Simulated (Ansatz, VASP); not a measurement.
## Two plane-wave programs on Zr2BiN2

```xyz
5
Lattice="6.0995 0.0000 0.0000 0.0000 6.0995 0.0000 0.0000 0.0000 3.9900" Properties=species:S:1:pos:R:3 pbc="T T T"
Zr    3.0497    0.0000    0.0000
Zr    0.0000    3.0497    0.0000
Bi    3.0497    3.0497    0.0000
N     3.0497    0.0000    1.9950
N     0.0000    3.0497    1.9950
```

Alike in both runs: functional PBE; k mesh 6 × 6 × 10; occupations gaussian, width 0.1 eV; no spin polarisation.

Ansatz relaxed the structure, and its values are those at the end. VASP's run is a single point on that final structure, the one shown.

```csv
,VASP,Ansatz
version,VASP 6.6.1,Ansatz 0.2.0
potentials or method,"VASP PAW PBE potentials, release 64 (Zr_sv, Bi_d, N), cutoff 520 eV","scalar-relativistic, plane waves, PAW"
valence electrons in the cell,49,49
```

Ansatz gave:

* gap on the k mesh at the Fermi level (eV): none
* pressure (GPa): 0.0

Problem. What did VASP give for the same quantities?

Solution. gap on the k mesh at the Fermi level (eV): none; pressure (GPa): 0.1.

A gap of «none» marks a metal or a gap that the smearing closes.

Spin-orbit coupling is off throughout.
